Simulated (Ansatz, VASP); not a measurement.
**EuMn3 in VASP and in Ansatz**

```
CELL_PARAMETERS angstrom
3.96992 0.00000 0.00000
0.00000 3.96992 0.00000
0.00000 0.00000 3.96992
ATOMIC_POSITIONS crystal
Eu 0.00000 0.00000 0.00000
Mn 0.00000 0.50000 0.50000
Mn 0.50000 0.50000 0.00000
Mn 0.50000 0.00000 0.50000
```

Alike in both runs: task single point; functional PBEsol; k mesh 8 × 8 × 8; occupations gaussian, width 0.05 eV; collinear spin.

|  | VASP | Ansatz |
| --- | --- | --- |
| version | VASP 6.6.1 | Ansatz 0.2.0 |
| potentials or method | VASP PAW PBE potentials, release 64 (Eu, Mn_pv), cutoff 520 eV | scalar-relativistic, plane waves, PAW |
| valence electrons in the cell | 56 | 62 |

```csv
,VASP,Ansatz,Ansatz less VASP
pressure (GPa),5.0,3.3,-1.67
net moment per atom (μB),0.81,0.81,+0.006
size of the moment on the site where the two differ most (μB),3.20,3.23,+0.034
```

VASP's potentials were made for PBE, not for PBEsol. Site moments also hang on the region over which each program counts them. VASP's potentials hold 56 valence electrons a cell and Ansatz's 62, so a difference there can come from the potentials and not from the codes. Ansatz's warnings: given moment on shells.

Spin-orbit coupling is off throughout.
